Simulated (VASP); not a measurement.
# AlN (P1) in VASP: relaxation of cell and atoms with PBEsol

Aim: the relaxation of cell and atoms of AlN with PBEsol.

All numbers are computed with VASP 6.6.1; they aren't measurements. Logs are shortened: lines on timing, memory, paths and dates and some standing lists are left out, and cuts for length are marked.

## (1) The cell of the first run

The typed cell holds 16 atoms: a = 5.725 Å, b = 5.753 Å, c = 5.719 Å, α = 59.06°, β = 59.88°, γ = 59.73°.

## (2) Relaxation of cell and atoms, PBEsol

File INCAR:

```
SYSTEM = AlN
PREC     = Accurate       ! precision mode
ENCUT    = 600            ! plane-wave cutoff, eV
EDIFF    = 1E-6           ! SCF threshold, eV
ISMEAR   = -1             ! smearing method
SIGMA    = 0.05           ! smearing width, eV
LREAL    = Auto         
LASPH    = .TRUE.         ! aspherical terms in the spheres
NELM     = 80             ! most SCF steps
ALGO     = Normal         ! electronic algorithm
ISIF     = 3              ! what is computed and relaxed
LWAVE    = .FALSE.        ! write WAVECAR
LCHARG   = .FALSE.        ! write CHGCAR
GGA      = PS             ! functional
IBRION   = 2              ! ionic algorithm
NSW      = 100            ! ionic steps
EDIFFG   = -0.01          ! ionic threshold
```

File KPOINTS:

```
Automatic mesh
0
G
  4 4 4
  0 0 0
```

File POSCAR:

```
AlN
1.0
    0.0159861409      4.0374759361      4.0587443943
    4.0874162691      0.0262224264      4.0485081089
    4.0739953913      4.0138187728      0.0396433042
Al N
8 8
Direct
    0.0083692303     -0.0256738423      0.0056857551
    0.0157277124      0.0198185093      0.4771868296
   -0.0034347455      0.5235573498     -0.0081771373
    0.0019522641      0.5108922415      0.4874298721
    0.5314750761     -0.0090220229     -0.0228591965
    0.5187534210      0.0116342804      0.4798225134
    0.4873269195      0.5017145769      0.0076682287
    0.5036331940      0.5072359878      0.4805511103
    0.2468872103      0.2506846280      0.2320530858
    0.2275040172      0.2487999885      0.7855345459
    0.2328523438      0.7524503164      0.2425745803
    0.2314824914      0.7618665811      0.7709671553
    0.7382514955      0.2496683481      0.2473820562
    0.7616931173      0.2402194382      0.7520991165
    0.7606133876      0.7390627547      0.2704653107
    0.7690857101      0.7550819158      0.7248330863
```

Potentials or basis: VASP PAW PBE potentials, release 64 (Al, N).

Launch:

```
> cat potpaw_PBE.64/Al/POTCAR potpaw_PBE.64/N/POTCAR > POTCAR
> mpirun -np 1 vasp_std > vasp.out
```

OUTCAR:

```text
SYSTEM = AlN
   PREC = Accurate
   ENCUT = 600
   EDIFF = 1E-6
   ISMEAR = -1
   LREAL = Auto
   LASPH = .TRUE.
   NELM = 80
   ISIF = 3
   GGA = PS
   IBRION = 2
   NSW = 100
   EDIFFG = -0.01

 ion  position               nearest neighbor table
   1  0.008  0.974  0.006-  12 1.82  11 1.85  15 1.95  10 2.00  14 2.01  13 2.11   3 2.67   4 2.67
                             7 2.72   6 2.76   5 2.77   2 2.86   2 2.88   6 2.96   5 2.96   4 2.98
   2  0.016  0.020  0.477-   9 1.86  14 2.02  13 2.05  12 2.05  11 2.06  16 2.06   3 2.80   5 2.81
                             4 2.82   8 2.86   3 2.86   6 2.86   8 2.86   1 2.86   6 2.86   1 2.88
   3  0.997  0.524  0.992-  12 1.91  10 1.97   9 1.97  16 1.99  15 2.02  13 2.15   5 2.66   1 2.67
                             7 2.79   2 2.80   8 2.80   4 2.81   2 2.86   4 2.91   8 2.91   7 2.94
   4  0.002  0.511  0.487-  15 1.84  11 1.91  16 1.96  14 2.06   9 2.10  10 2.11   1 2.67   7 2.76
                             6 2.81   3 2.81   2 2.82   8 2.84   8 2.88   6 2.90   3 2.91   2 2.94
   5  0.531  0.991  0.977-  14 1.94  16 1.99  10 2.02   9 2.10  15 2.10  11 2.17   3 2.66   1 2.77
                             8 2.79   2 2.81   6 2.82   7 2.86   8 2.87   6 2.90   2 2.91   7 2.91
   6  0.519  0.012  0.480-  13 1.85  15 1.97  16 1.99   9 2.09  12 2.17  10 2.22   7 2.72   1 2.76
                             8 2.81   4 2.81   5 2.82   2 2.86   2 2.86   5 2.90   4 2.90   7 2.94
   7  0.487  0.502  0.008-  13 1.97  12 1.98  11 1.98   9 1.99  14 2.11  16 2.16   1 2.72   6 2.72
                             4 2.76   8 2.77   3 2.79   5 2.86   5 2.91   3 2.94   6 2.94   8 2.95
   8  0.504  0.507  0.481-  15 1.99  13 2.00  11 2.05  14 2.13  10 2.17  12 2.22   7 2.77   5 2.79
                             3 2.80   6 2.81   4 2.84   2 2.86   2 2.86   5 2.87   4 2.88   3 2.91
   9  0.247  0.251  0.232-   2 1.86   3 1.97   7 1.99   6 2.09   5 2.10   4 2.10
  10  0.228  0.249  0.786-   3 1.97   1 2.00   5 2.02   4 2.11   8 2.17   6 2.22
  11  0.233  0.752  0.243-   1 1.85   4 1.91   7 1.98   8 2.05   2 2.06   5 2.17
  12  0.231  0.762  0.771-   1 1.82   3 1.91   7 1.98   2 2.05   6 2.17   8 2.22
  13  0.738  0.250  0.247-   6 1.85   7 1.97   8 2.00   2 2.05   1 2.11   3 2.15
  14  0.762  0.240  0.752-   5 1.94   1 2.01   2 2.02   4 2.06   7 2.11   8 2.13
  15  0.761  0.739  0.270-   4 1.84   1 1.95   6 1.97   8 1.99   3 2.02   5 2.10
  16  0.769  0.755  0.725-   4 1.96   6 1.99   5 1.99   3 1.99   2 2.06   7 2.16

  LATTYP: Found a triclinic cell.
 ALAT       =     5.7249343708
 B/A-ratio  =     1.4092418296
 C/A-ratio  =     0.9983499556
 COS(alpha) =     0.0035334649
 COS(beta)  =     0.4942361653
 COS(gamma) =     0.7133112305

  Lattice vectors:

 A1 = (  -0.0159861409,  -4.0374759361,  -4.0587443943)
 A2 = (  -0.0294070187,  -0.0498795897,  -8.0676091990)
 A3 = (   4.0714301282,  -4.0112535097,  -0.0102362854)

Analysis of symmetry for initial positions (statically):
=====================================================================
 Subroutine PRICEL returns:
 Original cell was already a primitive cell.

 Routine SETGRP: Setting up the symmetry group for a
 triclinic supercell.

 Subroutine GETGRP returns: Found  1 space group operations
 (whereof  1 operations were pure point group operations)
 out of a pool of  2 trial point group operations.

The static configuration has the point symmetry C_1 .

Analysis of symmetry for dynamics (positions and initial velocities):
=====================================================================
 Subroutine PRICEL returns:
 Original cell was already a primitive cell.

 Routine SETGRP: Setting up the symmetry group for a
 triclinic supercell.

 Subroutine GETGRP returns: Found  1 space group operations
 (whereof  1 operations were pure point group operations)
 out of a pool of  2 trial point group operations.

The dynamic configuration has the point symmetry C_1 .

 Subroutine INISYM returns: Found  1 space group operations
 (whereof  1 operations are pure point group operations),
 and found     1 'primitive' translations

----------------------------------------------------------------------------------------

                                     Primitive cell

  volume of cell :     131.8333

  direct lattice vectors                    reciprocal lattice vectors
     0.015986141  4.037475936  4.058744394    -0.123253665  0.123880414  0.123635813
     4.087416269  0.026222426  4.048508109     0.122359105 -0.125421053  0.124281892
     4.073995391  4.013818773  0.039643304     0.123180737  0.125348124 -0.125176451

  length of vectors
     5.724934371  5.753092845  5.719243934     0.214064563  0.214821274  0.215765591

  position of ions in fractional coordinates (direct lattice)
     0.008369230  0.974326158  0.005685755
     0.015727712  0.019818509  0.477186830
     0.996565254  0.523557350  0.991822863
     0.001952264  0.510892242  0.487429872
     0.531475076  0.990977977  0.977140803
     0.518753421  0.011634280  0.479822513
[... 8 lines left out ...]
     0.760613388  0.739062755  0.270465311
     0.769085710  0.755081916  0.724833086

  ion indices of the primitive-cell ions
   primitive index   ion index
                 1           1
                 2           2
                 3           3
                 4           4
                 5           5
                 6           6
[... 8 lines left out ...]
                15          15
                16          16

----------------------------------------------------------------------------------------

 KPOINTS: Automatic mesh

Automatic generation of k-mesh.
 Grid dimensions read from file:
 generate k-points for:    4    4    4

 Generating k-lattice:

  Cartesian coordinates                     Fractional coordinates (reciprocal lattice)
    -0.030813416  0.030970103  0.030908953     0.250000000  0.000000000 -0.000000000
     0.030589776 -0.031355263  0.031070473     0.000000000  0.250000000  0.000000000
     0.030795184  0.031337031 -0.031294113     0.000000000  0.000000000  0.250000000

  Length of vectors
     0.053516141  0.053705318  0.053941398

  Shift w.r.t. Gamma in fractional coordinates (k-lattice)
     0.000000000  0.000000000  0.000000000

 Subroutine IBZKPT returns following result:
 ===========================================

 Found     36 irreducible k-points:

 Following reciprocal coordinates:
            Coordinates               Weight
  0.000000  0.000000  0.000000      1.000000
  0.250000  0.000000  0.000000      2.000000
  0.500000  0.000000  0.000000      1.000000
  0.000000  0.250000  0.000000      2.000000
  0.250000  0.250000  0.000000      2.000000
  0.500000  0.250000  0.000000      2.000000
[... 16 lines left out ...]
  0.000000 -0.250000  0.250000      2.000000
  0.250000 -0.250000  0.250000      2.000000
 [... further k-points ...]
   k-points           NKPTS =     36   k-points in BZ     NKDIM =     36   number of bands    NBANDS=     41
   number of dos      NEDOS =    301   number of ions     NIONS =     16
   total plane-waves  NPLWV = 110592
   dimension x,y,z NGX =    48 NGY =   48 NGZ =   48
   dimension x,y,z NGXF=    96 NGYF=   96 NGZF=   96
   ions per type =               8   8
   NGX,Y,Z   is equivalent  to a cutoff of  13.94, 13.87, 13.95 a.u.
   NGXF,Y,Z  is equivalent  to a cutoff of  27.88, 27.74, 27.91 a.u.
 SYSTEM =  AlN
   PREC   = accura    normal or accurate (medium, high low for compatibility)
   ISTART =      0    job   : 0-new  1-cont  2-samecut
   ICHARG =      2    charge: 1-file 2-atom 10-const
   ISPIN  =      1    spin polarized calculation?
   LNONCOLLINEAR =      F non collinear calculations
   LSORBIT =      F    spin-orbit coupling
   LASPH  =      T    aspherical Exc in radial PAW
   ENCUT  =  600.0 eV  44.10 Ry    6.64 a.u.  11.43 11.49 11.42*2*pi/ulx,y,z
   NELM   =     80;   NELMIN=  2; NELMDL= -5     # of ELM steps
   EDIFF  = 0.1E-05   stopping-criterion for ELM
   LREAL  =      T    real-space projection
   EDIFFG = -.1E-01   stopping-criterion for IOM
   NSW    =    100    number of steps for IOM
   IBRION =      2    ionic relax: 0-MD 1-quasi-New 2-CG
   NFREE  =      1    steps in history (QN), initial steepest desc. (CG)
   ISIF   =      3    stress and relaxation
   ISYM   =      2    0-nonsym 1-usesym 2-fastsym
   POTIM  = 0.5000    time-step for ionic-motion
   TEBEG  =    0.0;   TEEND  =   0.0 temperature during run
   PSTRESS=    0.0 pullay stress
   NELECT =      64.0000    total number of electrons
   NUPDOWN=      -1.0000    fix difference up-down
   EMIN   =  10.00;   EMAX   =-10.00  energy-range for DOS
   EFERMI =   0.00;   METHOD = LEGACY
   ISMEAR =    -1;   SIGMA  =   0.05  broadening in eV -4-tet -1-fermi 0-gaus
   EFERMI_NEDOS =   21; number of points for ismear=-14 and -15
   IALGO  =     38    algorithm
   IMIX   =      4    mixing-type and parameters
     AMIX     =   0.40;   BMIX     =  1.00
     AMIX_MAG =   1.60;   BMIX_MAG =  1.00
  volume/ion in A,a.u.               =       8.24        55.60
  Fermi-wavevector in a.u.,A,eV,Ry     =   1.286648  2.431412 22.523945  1.655463
  Thomas-Fermi vector in A             =   2.418710
   LORBIT       =      0    0 simple, 1 ext, 2 COOP (PROOUT), +10 PAW based schemes
   GGA     = PS    functional components
   LHFCALC =     F    Hartree Fock is set to
   AEXX    =    0.0000 exact exchange contribution
   IVDW    =     0    specifies the selected vdW correction
   LEPSILON=     F    determine dielectric tensor
   LRPA    =     F    only Hartree local field effects (RPA)
 conjugate gradient relaxation of ions
 non-spin polarized calculation
  energy-cutoff  :      600.00
  volume of cell :      131.83
 maximum number of plane-waves:      4417
 NGX is ok and might be reduce to    48
   NGX = 23   NGY = 23   NGZ = 23

--------------------------------------- Ionic step        1  -------------------------------------------

 number of electron      63.9999999 magnetization

 Free energy of the ion-electron system (eV)
  ---------------------------------------------------
  ext. energy  EPLUGINS =         0.00000000
  ---------------------------------------------------
  free energy    TOTEN  =      -121.36859860 eV

  energy without entropy =     -121.36859860  energy(sigma->0) =     -121.36859860

------------------------ aborting loop because EDIFF is reached ----------------------------------------

  FORCE on cell =-STRESS in cart. coord.  units (eV):
  Direction    XX          YY          ZZ          XY          YZ          ZX
  --------------------------------------------------------------------------------------
  -------------------------------------------------------------------------------------
  Total        3.6362492      6.5723466      7.1713284     -0.0641727     -2.9971525     -1.2758138
  in kB       44.1915332     79.8740848     87.1535426     -0.7798944    -36.4245568    -15.5050345
  external PRESSURE =      70.4063869 kB  Pullay stress =       0.0000000 kB
[... 131 lines left out ...]
  FREE ENERGIE OF THE ION-ELECTRON SYSTEM (eV)
  ---------------------------------------------------
  free  energy   TOTEN  =      -123.1456370487 eV

  energy  without entropy=     -123.1456370487  energy(sigma->0) =     -123.14563705

[... ionic steps 4 to 10 ...]

--------------------------------------- Ionic step       11  -------------------------------------------

 number of electron      64.0000000 magnetization

------------------------ aborting loop because EDIFF is reached ----------------------------------------
[... 95 lines left out ...]
--------------------------------------- Ionic step       13  -------------------------------------------

 number of electron      64.0000000 magnetization

 Free energy of the ion-electron system (eV)
  ---------------------------------------------------
  ext. energy  EPLUGINS =         0.00000000
  ---------------------------------------------------
  free energy    TOTEN  =      -123.60362633 eV

  energy without entropy =     -123.60362633  energy(sigma->0) =     -123.60362633

 E-fermi :  10.9954     XC(G=0): -12.4500

 val. band max:        9.8814454503   @ k =   0.0000   0.0000   0.0000
 cond. band min:      14.4288298409   @ k =   0.0000   0.0000   0.0000
 fundamental gap:      4.5473843906
 Fermi energy:        10.9953628742

 k-point     1 :       0.0000    0.0000    0.0000
  band No.  band energies     occupation
      1      -7.6662      2.00000
      2      -4.3669      2.00000
      3      -4.3667      2.00000
      4      -4.3665      2.00000
      5      -4.3662      2.00000
      6      -3.3692      2.00000
[... 1045 lines left out ...]
     40      18.1315      0.00000
     41      18.1345      0.00000

 [... further k-points ...]
[... 5 lines left out ...]
  --------------------------------------------------------------------------------------
  -------------------------------------------------------------------------------------
  Total        0.0047367     -0.0176764      0.0128229      0.0047877     -0.0339371      0.0013865
  in kB        0.0573764     -0.2141168      0.1553260      0.0579942     -0.4110841      0.0167948
  external PRESSURE =      -0.0004715 kB  Pullay stress =       0.0000000 kB
[... 31 lines left out ...]
  FREE ENERGIE OF THE ION-ELECTRON SYSTEM (eV)
  ---------------------------------------------------
  free  energy   TOTEN  =      -123.6036263298 eV

  energy  without entropy=     -123.6036263297  energy(sigma->0) =     -123.60362633

 reached required accuracy - stopping structural energy minimisation
```

Run time: 34 min. Hardware: 1 thread of Intel Xeon 6975P-C (Granite Rapids), shared host; peak memory 0.41 GiB.

Results:

```
Free energy                            : -123.6036 eV
Relaxed volume                         : 8.27 Å³/atom
Relaxed cell                           : a = 5.720 Å, b = 5.719 Å, c = 5.719 Å, α = 60.00°, β = 60.00°, γ = 60.00°
Space group after relaxing (to 0.05 Å) : Fm-3m (No. 225)
Energy gained by relaxing              : 139.7 meV/atom
Ionic steps                            : 13
Pressure after relaxing                : 0.0 GPa
Largest force after relaxing           : 0.009 eV/Å
Band gap on the k mesh                 : 4.55 eV, direct
```

Forces in eV/Å, atoms in the order of the input:
```
Al  -0.005  0.005 -0.001
Al  -0.004  0.003  0.001
Al  -0.002  0.002  0.002
Al  -0.006 -0.004  0.005
Al   0.001  0.003 -0.005
Al   0.005 -0.003 -0.003
Al  -0.004 -0.007  0.004
Al   0.009 -0.001  0.001
N   -0.003 -0.004 -0.002
N    0.006  0.000  0.004
N    0.004  0.000  0.000
N   -0.003  0.008 -0.002
N   -0.002 -0.001  0.002
N    0.006 -0.005 -0.005
N   -0.006  0.000 -0.003
N    0.005  0.005  0.002
```

Step by step:
| step | energy change (eV) | largest force (eV/Å) | pressure (GPa) | volume (Å³) |
| --- | --- | --- | --- | --- |
| 1 | 0.0000 | 3.9259 | 7.04 | 131.83 |
| 2 | -1.1809 | 3.2991 | -10.10 | 138.85 |
| 3 | -1.7770 | 1.5999 | -6.00 | 136.10 |
| 4 | -2.1365 | 0.7685 | 2.18 | 131.33 |
| 5 | -2.1407 | 0.7266 | 1.27 | 131.78 |
| 6 | -2.2188 | 0.3311 | 0.21 | 132.18 |
| 7 | -2.2215 | 0.3433 | 0.02 | 132.28 |
| 8 | -2.2323 | 0.1753 | -0.17 | 132.35 |
| 9 | -2.2323 | 0.1754 | -0.17 | 132.35 |
| 10 | -2.2345 | 0.0715 | 0.09 | 132.22 |
| 11 | -2.2348 | 0.0417 | 0.02 | 132.25 |
| 12 | -2.2350 | 0.0121 | 0.00 | 132.27 |
| 13 | -2.2350 | 0.0092 | 0.00 | 132.27 |

Final structure:
```
CELL_PARAMETERS angstrom
-0.00007 4.04425 4.04443
4.04350 0.00007 4.04408
4.04359 4.04414 0.00017
ATOMIC_POSITIONS crystal
Al 0.00196 0.00243 0.99583
Al 0.00201 0.00238 0.49583
Al 0.00198 0.50243 0.99586
Al 0.00195 0.50233 0.49599
Al 0.50201 0.00242 0.99575
Al 0.50206 0.00226 0.49582
Al 0.50191 0.50233 0.99598
Al 0.50205 0.50231 0.49578
N 0.25205 0.25241 0.24582
N 0.25206 0.25231 0.74581
N 0.25204 0.75237 0.24578
N 0.25195 0.75245 0.74575
N 0.75203 0.25239 0.24584
N 0.75211 0.25236 0.74578
N 0.75199 0.75246 0.24581
N 0.75200 0.75234 0.74578
```

Caveat: the PAW data sets were made with another functional, which shifts forces and pressure a little.
